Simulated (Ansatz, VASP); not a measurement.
## One calculation of Si5H26C2, two programs

```
CELL_PARAMETERS angstrom
8.20313 0.00000 0.00000
0.00000 8.20313 0.00000
0.00000 0.00000 8.20313
ATOMIC_POSITIONS crystal
C 0.89270 0.65886 0.21099
C 0.98521 0.81485 0.25186
H 0.87846 0.64342 0.07878
H 0.95592 0.55019 0.25758
H 0.76973 0.65901 0.26436
H 0.99969 0.83070 0.38407
H 0.10774 0.81411 0.19773
H 0.92177 0.92334 0.20531
H 0.82534 0.54347 0.81931
H 0.74409 0.26858 0.89121
H 0.59320 0.41738 0.68240
H 0.86793 0.32138 0.62671
H 0.37199 0.26034 0.45623
H 0.18156 0.43101 0.60729
H 0.08017 0.24369 0.39798
H 0.18633 0.13450 0.65226
H 0.11145 0.44860 0.90218
H 0.40449 0.40368 0.93840
H 0.27178 0.63431 0.07021
H 0.21741 0.35871 0.16300
H 0.78504 0.96223 0.74968
H 0.56730 0.75853 0.77531
H 0.55319 0.96646 0.56386
H 0.75655 0.74921 0.54563
H 0.40428 0.13423 0.19903
H 0.70034 0.14391 0.21804
H 0.55748 0.88367 0.23877
H 0.56930 0.02641 0.97869
Si 0.75735 0.38786 0.75497
Si 0.20485 0.26797 0.52846
Si 0.25098 0.46156 0.01788
Si 0.66529 0.85858 0.65944
Si 0.55804 0.04686 0.15877
```

Alike in both runs: functional PBE; dispersion D3(BJ); k mesh 1 × 1 × 1; occupations fermi-dirac, width 0.05 eV; no spin polarisation.

Ansatz relaxed the structure, and its values are those at the end. VASP's run is a single point on that final structure, the one shown.

|  | VASP | Ansatz |
| --- | --- | --- |
| version | VASP 6.6.1 | Ansatz 0.2.0 |
| potentials or method | VASP PAW PBE potentials, release 64 (C, H, Si), cutoff 520 eV | scalar-relativistic, plane waves, PAW |
| valence electrons in the cell | 54 | 54 |

Ansatz gave:

| Property | Result |
| --- | --- |
| rms of the force components (eV/Å) | 0.038 |

Task: What did VASP give for the same quantities?

Result: rms of the force components (eV/Å): 0.041.
